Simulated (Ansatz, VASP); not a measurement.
One calculation of BP, two programs

File INCAR:

```
PREC     = Accurate       # precision mode
ENCUT    = 520            # plane-wave cutoff, eV
EDIFF    = 1E-6           # SCF threshold, eV
ISMEAR   = -1             # smearing method
SIGMA    = 0.05           # smearing width, eV
LREAL    = F              # projectors in reciprocal space
LASPH    = T              # aspherical terms in the spheres
NELM     = 100            # most SCF steps
ALGO     = Normal         # electronic algorithm
ISIF     = 2              # what is computed and relaxed
LWAVE    = F              # write WAVECAR
LCHARG   = T              # write CHGCAR
GGA      = PE             # functional
LELF     = T              # ELF
LVHAR    = T            
NBANDS   = 11             # bands
```

The input KPOINTS:

```
regular mesh
0
Gamma
  15 15 15
```

Contents of POSCAR:

```
BP
1.0
    0.0000000000      2.2226808807      2.2226808807
    2.2226808807      0.0000000000      2.2226808807
    2.2226808807      2.2226808807      0.0000000000
B P
1 1
Direct
    0.0000000000      0.0000000000      0.0000000000
    0.7500000000      0.7500000000      0.7500000000
```

Input for Ansatz:

```yaml
crystal:
  lattice:
    - [0.0, 2.2226808807, 2.2226808807]
    - [2.2226808807, 0.0, 2.2226808807]
    - [2.2226808807, 2.2226808807, 0.0]
  atoms:
    - { symbol: B, position: [0.0, 0.0, 0.0] }
    - { symbol: P, position: [0.75, 0.75, 0.75] }
kpoints:
  mp_grid: { grid: [15, 15, 15] }
  band_path:
    path:
      - [0.0, 0.0, 0.0]
      - [-0.5, -0.5, 0.0]
      - [-0.375, -0.375, 0.25]
      - [-0.375, 0.0, 0.375]
      - [0.0, 0.0, 0.0]
      - [0.0, 0.0, 0.5]
      - [-0.5, -0.25, 0.25]
      - [-0.5, -0.5, 0.0]
    npoints: 5
scf:
  occupations: { method: fermi_dirac, width: 0.05 }
hamiltonian:
  xc: pbe
  pseudopotentials: { kind: all_electron, lapw: { basis_error: 0.001 } }
output:
  forces: true
  stress: true
  eigenvalues: true
```

Change from the starting cell: volume scaled by 0.94.

Alike in both runs: task single point; functional PBE; k mesh 15 × 15 × 15; occupations fermi-dirac, width 0.05 eV; no spin polarisation.

```csv
,VASP,Ansatz
version,VASP 6.6.1,Ansatz 0.2.0
potentials or method,"VASP PAW PBE potentials, release 64 (B, P), cutoff 520 eV","all-electron LAPW, scalar-relativistic"
```

VASP gave:

```
pressure (GPa) : 12.4
```

What did Ansatz give for the same quantities?

Pressure (GPa): 12.6.

Ansatz ran all-electron here, and VASP with PAW potentials.
